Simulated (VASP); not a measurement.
# Au (Fm-3m) in VASP: notebook

Runs on Au. Level: PBEsol. Tasks: single point, relaxation of cell and atoms.

Everything below comes from runs of VASP 6.6.1. Logs are shortened: lines on timing, memory, paths and dates and some standing lists are left out, and cuts for length are marked.

## (1) The cell of the first run

It takes space group Fm-3m (No. 225, cubic). The conventional cell has a = 4.084 Å, b = 4.084 Å, c = 4.084 Å, α = 90.00°, β = 90.00°, γ = 90.00°. Au (site symmetry m-3m) has 12 Au at 2.89 Å within 3.8 Å.

## (2) Single point, PBEsol

File INCAR:

```
SYSTEM = Au
ALGO = Normal
EDIFF = 1E-6
ENCUT = 520
GGA = PS
ISIF = 2
ISMEAR = 0
LASPH = .True.
LCHARG = .False.
LREAL = .False.
LWAVE = .False.
NBANDS = 12
NELM = 60
PREC = Accurate
SIGMA = 0.1
```

File KPOINTS:

```
k-points
0
Gamma
  18 18 18
  0 0 0
```

File POSCAR:

```
Au
1.0
    0.0000000000      2.0419343717      2.0419343717
    2.0419343717      0.0000000000      2.0419343717
    2.0419343717      2.0419343717      0.0000000000
Au
1
Direct
    0.0000000000      0.0000000000      0.0000000000
```

Potentials or basis: VASP PAW PBE potentials, release 64 (Au).

Launch:

```console
> cat potpaw_PBE.64/Au/POTCAR > POTCAR
> mpirun -np 1 vasp_std > vasp.out
```

OUTCAR:

```text
SYSTEM = Au
   EDIFF = 1E-6
   ENCUT = 520
   GGA = PS
   ISIF = 2
   ISMEAR = 0
   LASPH = .True.
   LREAL = .False.
   NELM = 60
   PREC = Accurate

 ion  position               nearest neighbor table
   1  0.000  0.000  0.000-

  LATTYP: Found a face centered cubic cell.
 ALAT       =     4.0838687434

  Lattice vectors:

 A1 = (   0.0000000000,   2.0419343717,   2.0419343717)
 A2 = (   2.0419343717,   0.0000000000,   2.0419343717)
 A3 = (   2.0419343717,   2.0419343717,   0.0000000000)

Analysis of symmetry for initial positions (statically):
=====================================================================
 Subroutine PRICEL returns:
 Original cell was already a primitive cell.

 Routine SETGRP: Setting up the symmetry group for a
 face centered cubic supercell.

 Subroutine GETGRP returns: Found 48 space group operations
 (whereof 48 operations were pure point group operations)
 out of a pool of 48 trial point group operations.

The static configuration has the point symmetry O_h .

Analysis of symmetry for dynamics (positions and initial velocities):
=====================================================================
 Subroutine PRICEL returns:
 Original cell was already a primitive cell.

 Routine SETGRP: Setting up the symmetry group for a
 face centered cubic supercell.

 Subroutine GETGRP returns: Found 48 space group operations
 (whereof 48 operations were pure point group operations)
 out of a pool of 48 trial point group operations.

The dynamic configuration has the point symmetry O_h .

 Subroutine INISYM returns: Found 48 space group operations
 (whereof 48 operations are pure point group operations),
 and found     1 'primitive' translations

----------------------------------------------------------------------------------------

                                     Primitive cell

  volume of cell :      17.0277

  direct lattice vectors                    reciprocal lattice vectors
     0.000000000  2.041934372  2.041934372    -0.244865852  0.244865852  0.244865852
     2.041934372  0.000000000  2.041934372     0.244865852 -0.244865852  0.244865852
     2.041934372  2.041934372  0.000000000     0.244865852  0.244865852 -0.244865852

  length of vectors
     2.887731282  2.887731282  2.887731282     0.424120097  0.424120097  0.424120097

  position of ions in fractional coordinates (direct lattice)
     0.000000000  0.000000000  0.000000000

  ion indices of the primitive-cell ions
   primitive index   ion index
                 1           1

----------------------------------------------------------------------------------------

 KPOINTS: k-points

Automatic generation of k-mesh.
 Grid dimensions read from file:
 generate k-points for:   18   18   18

 Generating k-lattice:

  Cartesian coordinates                     Fractional coordinates (reciprocal lattice)
    -0.013603658  0.013603658  0.013603658     0.055555556  0.000000000  0.000000000
     0.013603658 -0.013603658  0.013603658     0.000000000  0.055555556  0.000000000
     0.013603658  0.013603658 -0.013603658     0.000000000  0.000000000  0.055555556

  Length of vectors
     0.023562228  0.023562228  0.023562228

  Shift w.r.t. Gamma in fractional coordinates (k-lattice)
     0.000000000  0.000000000  0.000000000

 Subroutine IBZKPT returns following result:
 ===========================================

 Found    195 irreducible k-points:

 Following reciprocal coordinates:
            Coordinates               Weight
  0.000000  0.000000  0.000000      1.000000
  0.055556  0.000000  0.000000      8.000000
  0.111111  0.000000  0.000000      8.000000
  0.166667  0.000000  0.000000      8.000000
  0.222222  0.000000  0.000000      8.000000
  0.277778  0.000000  0.000000      8.000000
[... 16 lines left out ...]
 -0.277778  0.055556  0.000000     24.000000
 -0.222222  0.055556  0.000000     24.000000
 [... further k-points ...]
   k-points           NKPTS =    195   k-points in BZ     NKDIM =    195   number of bands    NBANDS=     12
   number of dos      NEDOS =    301   number of ions     NIONS =      1
   total plane-waves  NPLWV =  13824
   dimension x,y,z NGX =    24 NGY =   24 NGZ =   24
   dimension x,y,z NGXF=    48 NGYF=   48 NGZF=   48
   ions per type =               1
   NGX,Y,Z   is equivalent  to a cutoff of  13.82, 13.82, 13.82 a.u.
   NGXF,Y,Z  is equivalent  to a cutoff of  27.63, 27.63, 27.63 a.u.
 SYSTEM =  Au
   PREC   = accura    normal or accurate (medium, high low for compatibility)
   ISTART =      0    job   : 0-new  1-cont  2-samecut
   ICHARG =      2    charge: 1-file 2-atom 10-const
   ISPIN  =      1    spin polarized calculation?
   LNONCOLLINEAR =      F non collinear calculations
   LSORBIT =      F    spin-orbit coupling
   LASPH  =      T    aspherical Exc in radial PAW
   ENCUT  =  520.0 eV  38.22 Ry    6.18 a.u.   5.37  5.37  5.37*2*pi/ulx,y,z
   NELM   =     60;   NELMIN=  2; NELMDL= -5     # of ELM steps
   EDIFF  = 0.1E-05   stopping-criterion for ELM
   LREAL  =      F    real-space projection
   EDIFFG = 0.1E-04   stopping-criterion for IOM
   NSW    =      0    number of steps for IOM
   IBRION =     -1    ionic relax: 0-MD 1-quasi-New 2-CG
   NFREE  =      0    steps in history (QN), initial steepest desc. (CG)
   ISIF   =      2    stress and relaxation
   ISYM   =      2    0-nonsym 1-usesym 2-fastsym
   POTIM  = 0.5000    time-step for ionic-motion
   TEBEG  =    0.0;   TEEND  =   0.0 temperature during run
   PSTRESS=    0.0 pullay stress
   NELECT =      11.0000    total number of electrons
   NUPDOWN=      -1.0000    fix difference up-down
   EMIN   =  10.00;   EMAX   =-10.00  energy-range for DOS
   EFERMI =   0.00;   METHOD = LEGACY
   ISMEAR =     0;   SIGMA  =   0.10  broadening in eV -4-tet -1-fermi 0-gaus
   EFERMI_NEDOS =   21; number of points for ismear=-14 and -15
   IALGO  =     38    algorithm
   IMIX   =      4    mixing-type and parameters
     AMIX     =   0.40;   BMIX     =  1.00
     AMIX_MAG =   1.60;   BMIX_MAG =  1.00
  volume/ion in A,a.u.               =      17.03       114.91
  Fermi-wavevector in a.u.,A,eV,Ry     =   1.415209  2.674357 27.249977  2.002817
  Thomas-Fermi vector in A             =   2.536671
   LORBIT       =      0    0 simple, 1 ext, 2 COOP (PROOUT), +10 PAW based schemes
   GGA     = PS    functional components
   LHFCALC =     F    Hartree Fock is set to
   AEXX    =    0.0000 exact exchange contribution
   IVDW    =     0    specifies the selected vdW correction
   LEPSILON=     F    determine dielectric tensor
   LRPA    =     F    only Hartree local field effects (RPA)
 non-spin polarized calculation
 Gauss-broadening in eV      SIGMA  =   0.10
  energy-cutoff  :      520.00
  volume of cell :       17.03
 maximum number of plane-waves:       473
 NGX is ok and might be reduce to    24
   NGX = 11   NGY = 11   NGZ = 11

 number of electron      11.0000000 magnetization

 Free energy of the ion-electron system (eV)
  ---------------------------------------------------
  ext. energy  EPLUGINS =         0.00000000
  ---------------------------------------------------
  free energy    TOTEN  =        -3.92508229 eV

  energy without entropy =       -3.92366115  energy(sigma->0) =       -3.92437172

 E-fermi :   9.2618     XC(G=0): -12.8893

 val. band max:        9.2596372920   @ k =   0.5000   0.1667   0.0556
 cond. band min:       9.2666100664   @ k =   0.5000   0.2778   0.1111
 fundamental gap:      0.0069727744
 Fermi energy:         9.2617965097

 k-point     1 :       0.0000    0.0000    0.0000
  band No.  band energies     occupation
      1      -0.6375      2.00000
      2       4.6101      2.00000
      3       4.6101      2.00000
      4       4.6101      2.00000
      5       6.1425      2.00000
      6       6.1425      2.00000
      7      23.7907      0.00000
      8      27.7900      0.00000
      9      27.7900      0.00000
     10      27.7900      0.00000
     11      32.6588      0.00000
     12      37.3321      0.00000

 k-point     2 :       0.0556    0.0000    0.0000
  band No.  band energies     occupation
      1      -0.5295      2.00000
      2       4.5739      2.00000
      3       4.6478      2.00000
      4       4.6478      2.00000
      5       6.1251      2.00000
      6       6.1251      2.00000
      7      23.9202      0.00000
      8      27.0722      0.00000
      9      27.9193      0.00000
     10      27.9193      0.00000
     11      33.2762      0.00000
     12      35.9864      0.00000

 k-point     3 :       0.1111    0.0000    0.0000
  band No.  band energies     occupation
      1      -0.2138      2.00000
      2       4.4819      2.00000
      3       4.7462      2.00000
      4       4.7462      2.00000
      5       6.0895      2.00000
      6       6.0895      2.00000
      7      24.2138      0.00000
      8      25.5923      0.00000
      9      28.2847      0.00000
     10      28.2847      0.00000
     11      33.0540      0.00000
     12      35.3517      0.00000
[... 286 lines left out ...]
 k-point    23 :      -0.2778    0.0556    0.0000
  band No.  band energies     occupation
      1       1.6706      2.00000
      2       4.6352      2.00000
      3       4.8639      2.00000
      4       4.8821      2.00000
      5       6.3282      2.00000
      6       6.8611      2.00000
      7      18.6549      0.00000
      8      24.4854      0.00000
      9      27.2014      0.00000
     10      29.8238      0.00000
     11      30.8599      0.00000
     12      32.3549      0.00000

 k-point    24 :      -0.2222    0.0556    0.0000
  band No.  band energies     occupation
      1       1.1663      2.00000
      2       4.3325      2.00000
      3       4.9168      2.00000
      4       4.9560      2.00000
      5       6.0445      2.00000
      6       6.5291      2.00000
      7      20.8445      0.00000
      8      24.8780      0.00000
      9      27.8080      0.00000
     10      30.0810      0.00000
     11      30.6880      0.00000
     12      32.1288      0.00000

 [... further k-points ...]
[... 5 lines left out ...]
  --------------------------------------------------------------------------------------
  -------------------------------------------------------------------------------------
  Total       -0.0334784     -0.0334784     -0.0334784      0.0000000      0.0000000     -0.0000000
  in kB       -3.1500641     -3.1500641     -3.1500641      0.0000000      0.0000000     -0.0000000
  external PRESSURE =      -3.1500641 kB  Pullay stress =       0.0000000 kB

 VOLUME and BASIS-vectors are now :
 -----------------------------------------------------------------------------
  energy-cutoff  :      520.00
  volume of cell :       17.03
      direct lattice vectors                 reciprocal lattice vectors
     0.000000000  2.041934372  2.041934372    -0.244865852  0.244865852  0.244865852
     2.041934372  0.000000000  2.041934372     0.244865852 -0.244865852  0.244865852
     2.041934372  2.041934372  0.000000000     0.244865852  0.244865852 -0.244865852

 POSITION                                       TOTAL-FORCE (eV/Angst)
 -----------------------------------------------------------------------------------
      0.00000      0.00000      0.00000         0.000000      0.000000      0.000000
 -----------------------------------------------------------------------------------
    total drift:                               -0.000000      0.000000     -0.000000

  FREE ENERGIE OF THE ION-ELECTRON SYSTEM (eV)
  ---------------------------------------------------
  free  energy   TOTEN  =        -3.9250822918 eV

  energy  without entropy=       -3.9236611454  energy(sigma->0) =       -3.92437172
```

It took 22 s on 1 thread of Intel Xeon Platinum 8259CL at 2.50GHz (Skylake/Cascade Lake), shared host; peak memory 0.17 GiB.

Results:

```yaml
Free_energy: -3.9251 eV
Pressure: -0.3 GPa
```

Caveat: the PAW data sets were made with another functional, which shifts forces and pressure a little; spin-orbit coupling is left out, which moves the levels of the heavy elements.

## (3) Relaxation of cell and atoms, PBEsol

This run uses another cell than the first one, of 17.12 Å³/atom, 1.005 times its volume.

File INCAR:

```
SYSTEM = Au
PREC     = Accurate       ! precision mode
ENCUT    = 600            ! plane-wave cutoff, eV
EDIFF    = 1E-6           ! SCF threshold, eV
ISMEAR   = 0              ! smearing method
SIGMA    = 0.1            ! smearing width, eV
LREAL    = .False.        ! projectors in reciprocal space
LASPH    = .True.         ! aspherical terms in the spheres
NELM     = 60             ! most SCF steps
ALGO     = Fast           ! electronic algorithm
ISIF     = 3              ! what is computed and relaxed
LWAVE    = .False.        ! write WAVECAR
LCHARG   = .False.        ! write CHGCAR
GGA      = PS             ! functional
IBRION   = 2              ! ionic algorithm
NSW      = 100            ! ionic steps
EDIFFG   = -0.005         ! ionic threshold
```

File KPOINTS:

```
regular mesh
0
Gamma
  18 18 18
  0 0 0
```

File POSCAR:

```
Au
1.0
    0.0000000000      2.0455000000      2.0455000000
    2.0455000000      0.0000000000      2.0455000000
    2.0455000000      2.0455000000      0.0000000000
Au
1
Direct
    0.0000000000      0.0000000000      0.0000000000
```

Potentials or basis: VASP PAW PBE potentials, release 64 (Au).

Launch:

```console
> cat potpaw_PBE.64/Au/POTCAR > POTCAR
> mpirun -np 1 vasp_std > vasp.out
```

It took 44 s on 1 thread of Intel Xeon Platinum 8259CL at 2.50GHz (Skylake/Cascade Lake), shared host; peak memory 0.18 GiB.

The run converged. Its results:

```yaml
Free_energy: -3.9250 eV
Relaxed_volume: 17.01 Å³/atom
Relaxed_cell: a = 2.887 Å, b = 2.887 Å, c = 2.887 Å, α = 60.00°, β = 60.00°, γ = 60.00°
Space_group_after_relaxing_to_0.05_Å: Fm-3m (No. 225)
Energy_gained_by_relaxing: 0.4 meV/atom
Ionic_steps: 3
Pressure_after_relaxing: 0.0 GPa
```

Step by step:
| step | energy change (eV) | largest force (eV/Å) | pressure (GPa) | volume (Å³) |
| --- | --- | --- | --- | --- |
| 1 | 0.0000 | 0.0000 | -1.04 | 17.12 |
| 2 | 0.0005 | 0.0000 | 1.62 | 16.84 |
| 3 | -0.0004 | 0.0000 | -0.04 | 17.01 |

Final structure:
```
Au
1.0
     0.00000    2.04119    2.04119
     2.04119    0.00000    2.04119
     2.04119    2.04119    0.00000
Au
1
Direct
  0.00000 0.00000 0.00000
```

Levels at points of the mesh, in eV from the Fermi level:
```
           k point  band 4  band 5  band 6  band 7  band 8  band 9
(0.00, 0.00, 0.00)   -4.66   -3.12   -3.12   14.53   18.53   18.53
(0.50, 0.00, 0.00)   -1.92   -1.92   -1.01    3.09   13.97   17.14
(0.50, 0.50, 0.00)   -1.59   -1.59    0.98    5.79    9.99    9.99
```

Caveat: the PAW data sets were made with another functional, which shifts forces and pressure a little; spin-orbit coupling is left out, which moves the levels of the heavy elements.
